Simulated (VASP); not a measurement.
# BAs (F-43m) in VASP: single point with LDA

Aim: the single point of BAs with LDA.

Program: VASP 6.6.1. These are calculated values, not measurements. Logs are shortened: lines on timing, memory, paths and dates and some standing lists are left out, and cuts for length are marked.

### 1 The cell of the first run

Symmetry: F-43m, No. 216, cubic system. The conventional cell has a = 4.732 Å, b = 4.732 Å, c = 4.732 Å, α = 90.00°, β = 90.00°, γ = 90.00°. B (site symmetry -43m) has 4 As at 2.05 Å within 2.7 Å. As (site symmetry -43m) has 4 B at 2.05 Å within 2.7 Å.

### 2 Single point, LDA

Input file INCAR:

```
SYSTEM = BAs
  PREC = Accurate
  ENCUT = 560
  EDIFF = 1E-6
  ISMEAR = 0
  SIGMA = 0.02
  LREAL = .False.
  LASPH = .True.
  NELM = 120
  ALGO = Normal
  ISIF = 2
  LWAVE = .False.
  LCHARG = .False.
  GGA = CA
  NBANDS = 16
  GGA_COMPAT = .False.
```

Input file KPOINTS:

```
Automatic mesh
0
Gamma
  10 10 10
  0 0 0
```

Input file POSCAR:

```
BAs
1.0
    0.0000000000      2.3659693683      2.3659693683
    2.3659693683      0.0000000000      2.3659693683
    2.3659693683      2.3659693683      0.0000000000
B As
1 1
Direct
    0.0000000000      0.0000000000      0.0000000000
    0.2500000000      0.2500000000      0.2500000000
```

Potentials or basis: VASP PAW LDA potentials, release 64 (B, As_d).

Command:

```sh
cat potpaw_LDA.64/B/POTCAR potpaw_LDA.64/As_d/POTCAR > POTCAR
mpirun -np 1 vasp_std > vasp.out
```

OUTCAR:

```text
SYSTEM = BAs
   PREC = Accurate
   ENCUT = 560
   EDIFF = 1E-6
   ISMEAR = 0
   LREAL = .False.
   LASPH = .True.
   NELM = 120
   ISIF = 2
   GGA = CA

 ion  position               nearest neighbor table
   1  0.000  0.000  0.000-   2 2.05   2 2.05   2 2.05   2 2.05
   2  0.250  0.250  0.250-   1 2.05   1 2.05   1 2.05   1 2.05

  LATTYP: Found a face centered cubic cell.
 ALAT       =     4.7319387366

  Lattice vectors:

 A1 = (   0.0000000000,   2.3659693683,   2.3659693683)
 A2 = (   2.3659693683,   0.0000000000,   2.3659693683)
 A3 = (   2.3659693683,   2.3659693683,   0.0000000000)

Analysis of symmetry for initial positions (statically):
=====================================================================
 Subroutine PRICEL returns:
 Original cell was already a primitive cell.

 Routine SETGRP: Setting up the symmetry group for a
 face centered cubic supercell.

 Subroutine GETGRP returns: Found 24 space group operations
 (whereof 24 operations were pure point group operations)
 out of a pool of 48 trial point group operations.

The static configuration has the point symmetry T_d .

Analysis of symmetry for dynamics (positions and initial velocities):
=====================================================================
 Subroutine PRICEL returns:
 Original cell was already a primitive cell.

 Routine SETGRP: Setting up the symmetry group for a
 face centered cubic supercell.

 Subroutine GETGRP returns: Found 24 space group operations
 (whereof 24 operations were pure point group operations)
 out of a pool of 48 trial point group operations.

The dynamic configuration has the point symmetry T_d .

 Subroutine INISYM returns: Found 24 space group operations
 (whereof 24 operations are pure point group operations),
 and found     1 'primitive' translations

----------------------------------------------------------------------------------------

                                     Primitive cell

  volume of cell :      26.4885

  direct lattice vectors                    reciprocal lattice vectors
     0.000000000  2.365969368  2.365969368    -0.211329870  0.211329870  0.211329870
     2.365969368  0.000000000  2.365969368     0.211329870 -0.211329870  0.211329870
     2.365969368  2.365969368  0.000000000     0.211329870  0.211329870 -0.211329870

  length of vectors
     3.345985969  3.345985969  3.345985969     0.366034073  0.366034073  0.366034073

  position of ions in fractional coordinates (direct lattice)
     0.000000000  0.000000000  0.000000000
     0.250000000  0.250000000  0.250000000

  ion indices of the primitive-cell ions
   primitive index   ion index
                 1           1
                 2           2

----------------------------------------------------------------------------------------

 KPOINTS: Automatic mesh

Automatic generation of k-mesh.
 Grid dimensions read from file:
 generate k-points for:   10   10   10

 Generating k-lattice:

  Cartesian coordinates                     Fractional coordinates (reciprocal lattice)
    -0.021132987  0.021132987  0.021132987     0.100000000  0.000000000  0.000000000
     0.021132987 -0.021132987  0.021132987     0.000000000  0.100000000  0.000000000
     0.021132987  0.021132987 -0.021132987     0.000000000  0.000000000  0.100000000

  Length of vectors
     0.036603407  0.036603407  0.036603407

  Shift w.r.t. Gamma in fractional coordinates (k-lattice)
     0.000000000  0.000000000  0.000000000

 Subroutine IBZKPT returns following result:
 ===========================================

 Found     47 irreducible k-points:

 Following reciprocal coordinates:
            Coordinates               Weight
  0.000000  0.000000  0.000000      1.000000
  0.100000  0.000000  0.000000      8.000000
  0.200000  0.000000  0.000000      8.000000
  0.300000  0.000000  0.000000      8.000000
  0.400000  0.000000  0.000000      8.000000
  0.500000  0.000000  0.000000      4.000000
[... 16 lines left out ...]
  0.300000  0.300000  0.000000      6.000000
  0.400000  0.300000  0.000000     24.000000
 [... further k-points ...]
   k-points           NKPTS =     47   k-points in BZ     NKDIM =     47   number of bands    NBANDS=     16
   number of dos      NEDOS =    301   number of ions     NIONS =      2
   total plane-waves  NPLWV =  21952
   dimension x,y,z NGX =    28 NGY =   28 NGZ =   28
   dimension x,y,z NGXF=    56 NGYF=   56 NGZF=   56
   ions per type =               1   1
   NGX,Y,Z   is equivalent  to a cutoff of  13.91, 13.91, 13.91 a.u.
   NGXF,Y,Z  is equivalent  to a cutoff of  27.82, 27.82, 27.82 a.u.
 SYSTEM =  BAs
   PREC   = accura    normal or accurate (medium, high low for compatibility)
   ISTART =      0    job   : 0-new  1-cont  2-samecut
   ICHARG =      2    charge: 1-file 2-atom 10-const
   ISPIN  =      1    spin polarized calculation?
   LNONCOLLINEAR =      F non collinear calculations
   LSORBIT =      F    spin-orbit coupling
   LASPH  =      T    aspherical Exc in radial PAW
   ENCUT  =  560.0 eV  41.16 Ry    6.42 a.u.   6.46  6.46  6.46*2*pi/ulx,y,z
   NELM   =    120;   NELMIN=  2; NELMDL= -5     # of ELM steps
   EDIFF  = 0.1E-05   stopping-criterion for ELM
   LREAL  =      F    real-space projection
   EDIFFG = 0.1E-04   stopping-criterion for IOM
   NSW    =      0    number of steps for IOM
   IBRION =     -1    ionic relax: 0-MD 1-quasi-New 2-CG
   NFREE  =      0    steps in history (QN), initial steepest desc. (CG)
   ISIF   =      2    stress and relaxation
   ISYM   =      2    0-nonsym 1-usesym 2-fastsym
   POTIM  = 0.5000    time-step for ionic-motion
   TEBEG  =    0.0;   TEEND  =   0.0 temperature during run
   PSTRESS=    0.0 pullay stress
   NELECT =      18.0000    total number of electrons
   NUPDOWN=      -1.0000    fix difference up-down
   EMIN   =  10.00;   EMAX   =-10.00  energy-range for DOS
   EFERMI =   0.00;   METHOD = LEGACY
   ISMEAR =     0;   SIGMA  =   0.02  broadening in eV -4-tet -1-fermi 0-gaus
   EFERMI_NEDOS =   21; number of points for ismear=-14 and -15
   IALGO  =     38    algorithm
   IMIX   =      4    mixing-type and parameters
     AMIX     =   0.40;   BMIX     =  1.00
     AMIX_MAG =   1.60;   BMIX_MAG =  1.00
  volume/ion in A,a.u.               =      13.24        89.38
  Fermi-wavevector in a.u.,A,eV,Ry     =   1.439284  2.719853 28.184998  2.071539
  Thomas-Fermi vector in A             =   2.558157
   LORBIT       =      0    0 simple, 1 ext, 2 COOP (PROOUT), +10 PAW based schemes
   GGA     = CA    functional components
   LHFCALC =     F    Hartree Fock is set to
   AEXX    =    0.0000 exact exchange contribution
   IVDW    =     0    specifies the selected vdW correction
   LEPSILON=     F    determine dielectric tensor
   LRPA    =     F    only Hartree local field effects (RPA)
 non-spin polarized calculation
 Gauss-broadening in eV      SIGMA  =   0.02
  energy-cutoff  :      560.00
  volume of cell :       26.49
 maximum number of plane-waves:       821
 NGX is ok and might be reduce to    28
   NGX = 13   NGY = 13   NGZ = 13

 number of electron      18.0000004 magnetization

 Free energy of the ion-electron system (eV)
  ---------------------------------------------------
  ext. energy  EPLUGINS =         0.00000000
  ---------------------------------------------------
  free energy    TOTEN  =       -12.94237198 eV

  energy without entropy =      -12.94237198  energy(sigma->0) =      -12.94237198

 E-fermi :   5.2212     XC(G=0): -11.5742

 val. band max:        5.0930467530   @ k =   0.0000   0.0000   0.0000
 cond. band min:       6.1945410463   @ k =   0.4000   0.4000   0.0000
 fundamental gap:      1.1014942933
 Fermi energy:         5.2212117063

 k-point     1 :       0.0000    0.0000    0.0000
  band No.  band energies     occupation
      1     -30.8255      2.00000
      2     -30.8255      2.00000
      3     -30.8255      2.00000
      4     -30.7985      2.00000
      5     -30.7985      2.00000
      6     -10.5444      2.00000
[... 8 lines left out ...]
     15      18.4768      0.00000
     16      18.4768      0.00000

 k-point     2 :       0.1000    0.0000    0.0000
  band No.  band energies     occupation
      1     -30.8252      2.00000
      2     -30.8247      2.00000
      3     -30.8247      2.00000
      4     -30.7984      2.00000
      5     -30.7984      2.00000
      6     -10.3764      2.00000
[... 8 lines left out ...]
     15      17.2200      0.00000
     16      17.2200      0.00000

 k-point     3 :       0.2000    0.0000    0.0000
  band No.  band energies     occupation
      1     -30.8242      2.00000
      2     -30.8226      2.00000
      3     -30.8226      2.00000
      4     -30.7981      2.00000
      5     -30.7981      2.00000
      6      -9.8807      2.00000
[... 8 lines left out ...]
     15      16.4466      0.00000
     16      16.4466      0.00000

 k-point     4 :       0.3000    0.0000    0.0000
  band No.  band energies     occupation
      1     -30.8231      2.00000
      2     -30.8205      2.00000
      3     -30.8205      2.00000
      4     -30.7973      2.00000
      5     -30.7973      2.00000
      6      -9.0926      2.00000
[... 8 lines left out ...]
     15      16.9085      0.00000
     16      16.9085      0.00000
[... 324 lines left out ...]
 k-point    22 :      -0.2000    0.2000    0.0000
  band No.  band energies     occupation
      1     -30.8226      2.00000
      2     -30.8192      2.00000
      3     -30.8191      2.00000
      4     -30.7990      2.00000
      5     -30.7964      2.00000
      6      -8.8237      2.00000
[... 8 lines left out ...]
     15      17.7724      0.00000
     16      19.4399      0.00000

 k-point    23 :       0.3000    0.3000    0.0000
  band No.  band energies     occupation
      1     -30.8293      2.00000
      2     -30.8139      2.00000
      3     -30.8139      2.00000
      4     -30.8028      2.00000
      5     -30.7941      2.00000
      6      -8.5849      2.00000
[... 8 lines left out ...]
     15      20.2672      0.00000
     16      20.7363      0.00000

 k-point    24 :       0.4000    0.3000    0.0000
  band No.  band energies     occupation
      1     -30.8290      2.00000
      2     -30.8120      2.00000
      3     -30.8118      2.00000
      4     -30.8032      2.00000
      5     -30.7933      2.00000
      6      -7.8398      2.00000
[... 8 lines left out ...]
     15      21.1062      0.00000
     16      21.4925      0.00000

 [... further k-points ...]

------------------------ aborting loop because EDIFF is reached ----------------------------------------

  FORCE on cell =-STRESS in cart. coord.  units (eV):
  Direction    XX          YY          ZZ          XY          YZ          ZX
  --------------------------------------------------------------------------------------
  -------------------------------------------------------------------------------------
  Total        0.1771208      0.1771208      0.1771208     -0.0000000      0.0000000     -0.0000000
  in kB       10.7132913     10.7132913     10.7132913     -0.0000000      0.0000000     -0.0000000
  external PRESSURE =      10.7132913 kB  Pullay stress =       0.0000000 kB

 VOLUME and BASIS-vectors are now :
 -----------------------------------------------------------------------------
  energy-cutoff  :      560.00
  volume of cell :       26.49
      direct lattice vectors                 reciprocal lattice vectors
     0.000000000  2.365969368  2.365969368    -0.211329870  0.211329870  0.211329870
     2.365969368  0.000000000  2.365969368     0.211329870 -0.211329870  0.211329870
     2.365969368  2.365969368  0.000000000     0.211329870  0.211329870 -0.211329870

 POSITION                                       TOTAL-FORCE (eV/Angst)
 -----------------------------------------------------------------------------------
      0.00000      0.00000      0.00000         0.000000      0.000000      0.000000
      1.18298      1.18298      1.18298        -0.000000     -0.000000     -0.000000
 -----------------------------------------------------------------------------------
    total drift:                                0.000001      0.000001      0.000001

  FREE ENERGIE OF THE ION-ELECTRON SYSTEM (eV)
  ---------------------------------------------------
  free  energy   TOTEN  =       -12.9423719753 eV

  energy  without entropy=      -12.9423719753  energy(sigma->0) =      -12.94237198
```

Wall time 32 s (1 thread of Intel Xeon Platinum 8259CL at 2.50GHz (Skylake/Cascade Lake), shared host); peak memory 0.15 GiB.

Results:

```yaml
Free_energy: -12.9424 eV
Pressure: 1.1 GPa
Band_gap_on_the_k_mesh: 1.10 eV (least direct gap 3.29 eV)
```

Levels at points of the mesh, in eV from the valence-band top:
| k point | band 7 | band 8 | band 9 | band 10 | band 11 | band 12 |
| --- | --- | --- | --- | --- | --- | --- |
| (0.00, 0.00, 0.00) | 0.00 | 0.00 | 0.00 | 3.29 | 3.29 | 3.29 |
| (0.50, 0.00, 0.00) | -8.96 | -1.86 | -1.86 | 2.86 | 4.79 | 4.79 |
| (0.50, 0.50, 0.00) | -8.57 | -4.19 | -4.19 | 1.32 | 1.39 | 11.54 |
